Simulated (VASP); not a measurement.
# LaC2 (I4/mmm) in VASP: single point with LDA

Aim: the single point of LaC2 with LDA.

Program: VASP 6.6.1. These are calculated values, not measurements. Logs are shortened: lines on timing, memory, paths and dates and some standing lists are left out, and cuts for length are marked.

## Step 1: The cell of the first run

The structure is tetragonal, space group I4/mmm (No. 139). Conventional cell: a = 3.934 Å, b = 3.934 Å, c = 6.572 Å, α = 90.00°, β = 90.00°, γ = 90.00°. Within 3.5 Å of La (site symmetry 4/mmm) lie 10 C at 2.65 to 2.85 Å. Within 1.7 Å of C (site symmetry 4mm) lie 1 C at 1.27 Å.

## Step 2: Single point, LDA

The input, INCAR:

```
SYSTEM = LaC2
PREC = Accurate
ENCUT = 520
EDIFF = 1E-6
ISMEAR = -1
SIGMA = 0.05
LREAL = .False.
LASPH = .True.
NELM = 80
ALGO = Normal
ISIF = 2
LWAVE = .False.
LCHARG = .True.
GGA = CA
LELF = .True.
LVHAR = .True.
NBANDS = 16
```

The input, KPOINTS:

```
Automatic mesh
0
Gamma
  8 8 8
  0 0 0
```

The input, POSCAR:

```
LaC2
1.0
    4.3053420089     -0.0000000105     -0.0000000137
    0.7106560457      4.2462851763     -0.0000000137
   -2.5079990184     -2.1231425754      2.7817577791
La C
1 2
Direct
    0.0000000000      0.0000000000      0.0000000000
    0.4030000000      0.4030000000      0.0000000000
    0.5970000000      0.5970000000      0.0000000000
```

Potentials or basis: VASP PAW LDA potentials, release 64 (La, C).

On the command line:

```bash
$ cat potpaw_LDA.64/La/POTCAR potpaw_LDA.64/C/POTCAR > POTCAR
$ mpirun -np 1 vasp_std > vasp.out
```

OUTCAR:

```text
SYSTEM = LaC2
   PREC = Accurate
   ENCUT = 520
   EDIFF = 1E-6
   ISMEAR = -1
   LREAL = .False.
   LASPH = .True.
   NELM = 80
   ISIF = 2
   GGA = CA

 ion  position               nearest neighbor table
   1  0.000  0.000  0.000-   2 2.65   3 2.65   2 2.85   3 2.85   3 2.85   2 2.85   3 2.85   2 2.85
                             3 2.85   2 2.85
   2  0.403  0.403  0.000-   3 1.27   1 2.65   1 2.85   1 2.85   1 2.85   1 2.85
   3  0.597  0.597  0.000-   2 1.27   1 2.65   1 2.85   1 2.85   1 2.85   1 2.85

  LATTYP: Found a body centered tetragonal cell.
 ALAT       =     3.9339995591
 C/A-ratio  =     1.6705643087

  Lattice vectors:

 A1 = (   4.3053420089,  -0.0000000105,  -0.0000000137)
 A2 = (   0.7106560457,   4.2462851763,  -0.0000000137)
 A3 = (  -2.5079990184,  -2.1231425754,   2.7817577791)

Analysis of symmetry for initial positions (statically):
=====================================================================
 Subroutine PRICEL returns:
 Original cell was already a primitive cell.

 Routine SETGRP: Setting up the symmetry group for a
 body centered tetragonal supercell.

 Subroutine GETGRP returns: Found 16 space group operations
 (whereof 16 operations were pure point group operations)
 out of a pool of 16 trial point group operations.

The static configuration has the point symmetry D_4h.

Analysis of symmetry for dynamics (positions and initial velocities):
=====================================================================
 Subroutine PRICEL returns:
 Original cell was already a primitive cell.

 Routine SETGRP: Setting up the symmetry group for a
 body centered tetragonal supercell.

 Subroutine GETGRP returns: Found 16 space group operations
 (whereof 16 operations were pure point group operations)
 out of a pool of 16 trial point group operations.

The dynamic configuration has the point symmetry D_4h.

 Subroutine INISYM returns: Found 16 space group operations
 (whereof 16 operations are pure point group operations),
 and found     1 'primitive' translations

----------------------------------------------------------------------------------------

                                     Primitive cell

  volume of cell :      50.8553

  direct lattice vectors                    reciprocal lattice vectors
     4.305342009 -0.000000010 -0.000000014     0.232269585 -0.038872515  0.179742465
     0.710656046  4.246285176 -0.000000014     0.000000001  0.235499963  0.179742465
    -2.507999018 -2.123142575  2.781757779     0.000000001  0.000000001  0.359484932

  length of vectors
     4.305342009  4.305342009  4.305342009     0.296255947  0.296255947  0.359484932

  position of ions in fractional coordinates (direct lattice)
     0.000000000  0.000000000  0.000000000
     0.403000000  0.403000000  1.000000000
     0.597000000  0.597000000  1.000000000

  ion indices of the primitive-cell ions
   primitive index   ion index
                 1           1
                 2           2
                 3           3

----------------------------------------------------------------------------------------

 KPOINTS: Automatic mesh

Automatic generation of k-mesh.
 Grid dimensions read from file:
 generate k-points for:    8    8    8

 Generating k-lattice:

  Cartesian coordinates                     Fractional coordinates (reciprocal lattice)
     0.029033698 -0.004859064  0.022467808     0.125000000  0.000000000 -0.000000000
     0.000000000  0.029437495  0.022467808     0.000000000  0.125000000  0.000000000
     0.000000000  0.000000000  0.044935616    -0.000000000  0.000000000  0.125000000

  Length of vectors
     0.037031993  0.037031993  0.044935616

  Shift w.r.t. Gamma in fractional coordinates (k-lattice)
     0.000000000  0.000000000  0.000000000

 Subroutine IBZKPT returns following result:
 ===========================================

 Found     59 irreducible k-points:

 Following reciprocal coordinates:
            Coordinates               Weight
  0.000000  0.000000  0.000000      1.000000
  0.125000 -0.000000 -0.000000      8.000000
  0.250000 -0.000000 -0.000000      8.000000
  0.375000 -0.000000 -0.000000      8.000000
  0.500000 -0.000000 -0.000000      4.000000
  0.125000  0.125000  0.000000      8.000000
[... 16 lines left out ...]
  0.250000  0.125000  0.125000     16.000000
  0.375000  0.125000  0.125000      8.000000
 [... further k-points ...]
   k-points           NKPTS =     59   k-points in BZ     NKDIM =     59   number of bands    NBANDS=     16
   number of dos      NEDOS =    301   number of ions     NIONS =      3
   total plane-waves  NPLWV =  32768
   dimension x,y,z NGX =    32 NGY =   32 NGZ =   32
   dimension x,y,z NGXF=    64 NGYF=   64 NGZF=   64
   ions per type =               1   2
   NGX,Y,Z   is equivalent  to a cutoff of  12.36, 12.36, 12.36 a.u.
   NGXF,Y,Z  is equivalent  to a cutoff of  24.71, 24.71, 24.71 a.u.
 SYSTEM =  LaC2
   PREC   = accura    normal or accurate (medium, high low for compatibility)
   ISTART =      0    job   : 0-new  1-cont  2-samecut
   ICHARG =      2    charge: 1-file 2-atom 10-const
   ISPIN  =      1    spin polarized calculation?
   LNONCOLLINEAR =      F non collinear calculations
   LSORBIT =      F    spin-orbit coupling
   LASPH  =      T    aspherical Exc in radial PAW
   ENCUT  =  520.0 eV  38.22 Ry    6.18 a.u.   8.01  8.01  8.01*2*pi/ulx,y,z
   NELM   =     80;   NELMIN=  2; NELMDL= -5     # of ELM steps
   EDIFF  = 0.1E-05   stopping-criterion for ELM
   LREAL  =      F    real-space projection
   EDIFFG = 0.1E-04   stopping-criterion for IOM
   NSW    =      0    number of steps for IOM
   IBRION =     -1    ionic relax: 0-MD 1-quasi-New 2-CG
   NFREE  =      0    steps in history (QN), initial steepest desc. (CG)
   ISIF   =      2    stress and relaxation
   ISYM   =      2    0-nonsym 1-usesym 2-fastsym
   POTIM  = 0.5000    time-step for ionic-motion
   TEBEG  =    0.0;   TEEND  =   0.0 temperature during run
   PSTRESS=    0.0 pullay stress
   NELECT =      19.0000    total number of electrons
   NUPDOWN=      -1.0000    fix difference up-down
   EMIN   =  10.00;   EMAX   =-10.00  energy-range for DOS
   EFERMI =   0.00;   METHOD = LEGACY
   ISMEAR =    -1;   SIGMA  =   0.05  broadening in eV -4-tet -1-fermi 0-gaus
   EFERMI_NEDOS =   21; number of points for ismear=-14 and -15
   IALGO  =     38    algorithm
   IMIX   =      4    mixing-type and parameters
     AMIX     =   0.40;   BMIX     =  1.00
     AMIX_MAG =   1.60;   BMIX_MAG =  1.00
  volume/ion in A,a.u.               =      16.95       114.40
  Fermi-wavevector in a.u.,A,eV,Ry     =   1.179091  2.228159 18.915576  1.390256
  Thomas-Fermi vector in A             =   2.315408
   LORBIT       =      0    0 simple, 1 ext, 2 COOP (PROOUT), +10 PAW based schemes
   GGA     = CA    functional components
   LHFCALC =     F    Hartree Fock is set to
   AEXX    =    0.0000 exact exchange contribution
   IVDW    =     0    specifies the selected vdW correction
   LEPSILON=     F    determine dielectric tensor
   LRPA    =     F    only Hartree local field effects (RPA)
 non-spin polarized calculation
  energy-cutoff  :      520.00
  volume of cell :       50.86
 maximum number of plane-waves:      1404
   NGX = 15   NGY = 15   NGZ = 15

 number of electron      19.0000001 magnetization

 Free energy of the ion-electron system (eV)
  ---------------------------------------------------
  ext. energy  EPLUGINS =         0.00000000
  ---------------------------------------------------
  free energy    TOTEN  =       -26.09981826 eV

  energy without entropy =      -26.09202721  energy(sigma->0) =      -26.09592273

 E-fermi :   7.1305     XC(G=0): -10.5070

 val. band max:        7.1247601472   @ k =   0.1250  -0.0000  -0.0000
 cond. band min:       7.1909076975   @ k =  -0.3750  -0.3750   0.2500
 fundamental gap:      0.0661475504
 Fermi energy:         7.1304841427

 k-point     1 :       0.0000    0.0000    0.0000
  band No.  band energies     occupation
      1     -25.2080      2.00000
      2      -8.7759      2.00000
      3      -8.7759      2.00000
      4      -8.6388      2.00000
      5      -7.5637      2.00000
      6       2.3345      2.00000
[... 8 lines left out ...]
     15       9.5725      0.00000
     16       9.5727      0.00000

 k-point     2 :       0.1250   -0.0000   -0.0000
  band No.  band energies     occupation
      1     -25.1965      2.00000
      2      -9.1192      2.00000
      3      -8.7698      2.00000
      4      -8.6747      2.00000
      5      -7.2168      2.00000
      6       1.7490      2.00000
[... 8 lines left out ...]
     15       9.5506      0.00000
     16       9.5532      0.00000

 k-point     3 :       0.2500   -0.0000   -0.0000
  band No.  band energies     occupation
      1     -25.1687      2.00000
      2      -9.6646      2.00000
      3      -8.7548      2.00000
      4      -8.7355      2.00000
      5      -6.6861      2.00000
      6       1.2108      2.00000
[... 8 lines left out ...]
     15       9.5605      0.00000
     16       9.5619      0.00000

 k-point     4 :       0.3750   -0.0000   -0.0000
  band No.  band energies     occupation
      1     -25.1405      2.00000
      2     -10.0634      2.00000
      3      -8.7935      2.00000
      4      -8.7394      2.00000
      5      -6.3001      2.00000
      6       0.8231      2.00000
[... 8 lines left out ...]
     15       9.5660      0.00000
     16       9.5934      0.00000
[... 324 lines left out ...]
 k-point    22 :       0.1250    0.1250    0.1250
  band No.  band energies     occupation
      1     -25.1414      2.00000
      2      -9.6724      2.00000
      3      -9.0507      2.00000
      4      -8.7496      2.00000
      5      -6.6727      2.00000
      6       1.2969      2.00000
[... 8 lines left out ...]
     15       9.4862      0.00000
     16       9.6791      0.00000

 k-point    23 :       0.2500    0.1250    0.1250
  band No.  band energies     occupation
      1     -25.1173      2.00000
      2      -9.8232      2.00000
      3      -9.0927      2.00000
      4      -8.7974      2.00000
      5      -6.7016      2.00000
      6       1.0621      2.00000
[... 8 lines left out ...]
     15       9.5020      0.00000
     16       9.6350      0.00000

 k-point    24 :       0.3750    0.1250    0.1250
  band No.  band energies     occupation
      1     -25.1072      2.00000
      2      -9.9018      2.00000
      3      -9.0723      2.00000
      4      -8.8282      2.00000
      5      -6.7263      2.00000
      6       0.9791      2.00000
[... 8 lines left out ...]
     15       9.5194      0.00000
     16       9.6027      0.00000

 [... further k-points ...]
[... 5 lines left out ...]
  --------------------------------------------------------------------------------------
  -------------------------------------------------------------------------------------
  Total       -0.9885206     -1.1139204     -1.4310733      0.3746423     -0.0000000     -0.0000000
  in kB      -31.1429799    -35.0936574    -45.0854424     11.8029694     -0.0000001     -0.0000001
  external PRESSURE =     -37.1073599 kB  Pullay stress =       0.0000000 kB

 VOLUME and BASIS-vectors are now :
 -----------------------------------------------------------------------------
  energy-cutoff  :      520.00
  volume of cell :       50.86
      direct lattice vectors                 reciprocal lattice vectors
     4.305342009 -0.000000010 -0.000000014     0.232269585 -0.038872515  0.179742465
     0.710656046  4.246285176 -0.000000014     0.000000001  0.235499963  0.179742465
    -2.507999018 -2.123142575  2.781757779     0.000000001  0.000000001  0.359484932

 POSITION                                       TOTAL-FORCE (eV/Angst)
 -----------------------------------------------------------------------------------
      0.00000      0.00000      0.00000        -0.000000      0.000000      0.000000
      2.02145      1.71125     -0.00000        -0.654086     -0.553716      0.000000
      2.99455      2.53503     -0.00000         0.654086      0.553716     -0.000000
 -----------------------------------------------------------------------------------
    total drift:                               -0.000000     -0.000000     -0.000000

  FREE ENERGIE OF THE ION-ELECTRON SYSTEM (eV)
  ---------------------------------------------------
  free  energy   TOTEN  =       -26.0998182614 eV

  energy  without entropy=      -26.0920272067  energy(sigma->0) =      -26.09592273
```

Run time: 1.8 min. Hardware: 1 thread of AMD EPYC 7R13 (Zen 3), shared host; peak memory 0.16 GiB.

What came out:

* Free energy: -26.0998 eV
* Pressure: -3.7 GPa
* Largest force: 0.857 eV/Å

Forces in eV/Å, atoms in the order of the input:
```
La   0.000  0.000  0.000
C   -0.654 -0.554  0.000
C    0.654  0.554  0.000
```

Caveat: spin-orbit coupling is left out, which moves the levels of the heavy elements.
